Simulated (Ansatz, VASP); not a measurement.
## ZnCu in VASP and in Ansatz

```
Zn Cu
1.0
     2.96702    0.00000    0.00000
     0.00000    2.96702    0.00000
     0.00000    0.00000    2.96702
Zn Cu
1 1
Direct
  0.50000 0.50000 0.50000
  0.00000 0.00000 0.00000
```

Alike in both runs: task single point; functional PBE; k mesh 6 × 6 × 6; occupations gaussian, width 0.05 eV; no spin polarisation.

|  | VASP | Ansatz |
| --- | --- | --- |
| version | VASP 6.6.1 | Ansatz 0.2.0 |
| potentials or method | VASP PAW PBE potentials, release 64 (Zn, Cu), cutoff 520 eV | scalar-relativistic, plane waves, PAW |
| valence electrons in the cell | 23 | 31 |

Ansatz gave:

| Quantity | Value |
| --- | --- |
| gap on the k mesh at the Fermi level (eV) | none |
| pressure (GPa) | 0.4 |

Problem. Which values does VASP return?

Solution. gap on the k mesh at the Fermi level (eV): none; pressure (GPa): 0.9.

A gap of «none» marks a metal or a gap that the smearing closes. VASP's potentials hold 23 valence electrons a cell and Ansatz's 31, so a difference there can come from the potentials and not from the codes.
